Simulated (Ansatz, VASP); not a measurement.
**BN: VASP beside Ansatz**

```
B N
1.0
     3.62470    0.00000    0.00000
     0.00000   -3.62470    0.00000
     0.00000    0.00000   -3.62470
B N
4 4
Direct
  0.00000 0.00000 0.00000
  0.50000 0.50000 0.00000
  0.50000 0.00000 0.50000
  0.00000 0.50000 0.50000
  0.75000 0.74655 0.75000
  0.25000 0.25000 0.75000
  0.25000 0.75000 0.25000
  0.75000 0.25000 0.25000
```

Alike in both runs: task single point; functional PBE; k mesh 6 × 6 × 6; occupations gaussian, width 0.05 eV; no spin polarisation.

```csv
,VASP,Ansatz
version,VASP 6.6.1,Ansatz 0.2.0
potentials or method,"VASP PAW PBE potentials, release 64 (B, N), cutoff 520 eV","scalar-relativistic, plane waves, PAW"
valence electrons in the cell,32,32
```

|  | VASP | Ansatz | Ansatz less VASP |
| --- | --- | --- | --- |
| gap on the k mesh at the Fermi level (eV) | 4.42 | 4.43 | +0.012 |
| least direct gap on the mesh (eV) | 4.42 | 4.43 | +0.012 |
| pressure (GPa) | 0.3 | 0.0 | -0.24 |
| traceless stress, the component that is largest in VASP (GPa) | 0.06 | 0.06 | -0.008 |
| rms of the force components (eV/Å) | 0.099 | 0.098 | -0.0005 |

Atom by atom the forces differ by 0.001 eV/Å (rms over components). The functional is the same, so the differences come from potentials, cutoffs and numerics.
